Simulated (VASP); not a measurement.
Set up this calculation in VASP 6.6.1, as the native input.

- Task: relaxation of cell and atoms
- Functional: PBEsol
- Potentials or basis: VASP PAW PBE potentials, release 64 (Ti_sv, H)
- Cutoff: 500 eV
- k mesh: 17 × 17 × 17
- Occupations: fermi-dirac, width 0.1 eV
- Spin: no spin polarisation
- Target pressure: 60 GPa
- Dipole correction: no
- Further INCAR settings: ALGO = Normal; EDIFF = 1e-07; IBRION = 2; EDIFFG = -0.01; NSW = 80; ISIF = 3

The structure of TiH lies in POSCAR:

```
TiH
1.0
    0.0000000000      2.2350000000      2.2350000000
    2.2350000000      0.0000000000      2.2350000000
    2.2350000000      2.2350000000      0.0000000000
Ti H
1 1
Direct
    0.0000000000      0.0000000000      0.0000000000
    0.2500000000      0.2500000000      0.2500000000
```

These files were run (other wordings do the same):

INCAR

```
SYSTEM = TiH
PREC = Accurate
ENCUT = 500
EDIFF = 1E-7
ISMEAR = -1
SIGMA = 0.1
LREAL = .False.
LASPH = .True.
NELM = 120
ALGO = Normal
ISIF = 3
LWAVE = .False.
LCHARG = .False.
GGA = PS
IBRION = 2
NSW = 80
EDIFFG = -0.01
PSTRESS = 600.0
GGA_COMPAT = .False.
NELMIN = 4
```

KPOINTS

```
Automatic mesh
0
Gamma
  17 17 17
  0 0 0
```

Potentials or basis: VASP PAW PBE potentials, release 64 (Ti_sv, H).

Run with:

```bash
$ cat potpaw_PBE.64/Ti_sv/POTCAR potpaw_PBE.64/H/POTCAR > POTCAR
$ mpirun -np 1 vasp_std > vasp.out
```

It gave:

```
Relaxed volume                                             : 7.55 Å³/atom
Relaxed cell                                               : a = 2.775 Å, b = 2.775 Å, c = 2.775 Å, α = 60.00°, β = 60.00°, γ = 60.00°
Space group after relaxing (to 0.1 Å)                      : F-43m (No. 216)
Energy change on relaxing (the run minimises the enthalpy) : +298.0 meV/atom
Ionic steps                                                : 5
Pressure after relaxing                                    : 60.0 GPa
Band gap on the k mesh                                     : zero (an odd number of electrons rules out a gap without spin polarisation)
```

Caveat: the cell is relaxed towards a set pressure, so the run minimises the enthalpy, not the energy; the volume moved by over 15 % at a fixed basis, so the end points are rough; the PAW data sets were made with another functional, which shifts forces and pressure a little.

Run time: 110 s on 1 thread of Intel(R) Xeon(R) Platinum 8488C (Sapphire Rapids) (shared host), peak memory 0.18 GiB.
